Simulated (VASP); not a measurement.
Here is a VASP 6.6.1 calculation.

INCAR

```
PREC = Accurate
ENCUT = 520
EDIFF = 1E-6
ISMEAR = 0
SIGMA = 0.2879
LREAL = F
LASPH = T
NELM = 80
ALGO = Normal
ISIF = 2
LWAVE = F
LCHARG = T
GGA = PE
LELF = T
LVHAR = T
NBANDS = 27
```

File KPOINTS:

```
regular mesh
0
Gamma
  5 5 5
```

Contents of POSCAR:

```
CdH4
1.0
    0.0000000000      4.4401230000      0.0000000000
    4.3324460000     -2.2200620000      0.0000000000
   -0.1495750000      2.2200620000     -7.4573960000
Cd H
2 8
Direct
    0.9258000000      0.7500000000      0.7500000000
    0.0742000000      0.2500000000      0.2500000000
    0.9698000000      0.4509000000      0.8035000000
    0.3224000000      0.0491000000      0.6965000000
    0.0302000000      0.5491000000      0.1965000000
    0.6776000000      0.9509000000      0.3035000000
    0.7493000000      0.6467000000      0.5765000000
    0.6791000000      0.8533000000      0.9235000000
    0.2507000000      0.3533000000      0.4235000000
    0.3209000000      0.1467000000      0.0765000000
```

Potentials or basis: VASP PAW PBE potentials, release 64 (Cd, H).

Launch:

```console
$ cat potpaw_PBE.64/Cd/POTCAR potpaw_PBE.64/H/POTCAR > POTCAR
$ mpirun -np 1 vasp_std > vasp.out
```

Problem. Estimate the largest force.

Solution. 1.679 eV/Å.

Problem. What does it give for the pressure?

Solution. 3.7 GPa.

Problem. Predict the band gap on the k mesh.

Solution. Zero (bands 16 and 17 overlap by 0.85 eV).

Stress tensor (GPa, compression positive):
```
 2.30  0.00 -0.11
 0.00  3.86  0.00
-0.11  0.00  4.87
```

Caveat: the cell stands under pressure; so wide a smearing shifts energies and pressures; forces of over 1 eV/Å act on the atoms, so gaps and moduli don't describe the material at rest.
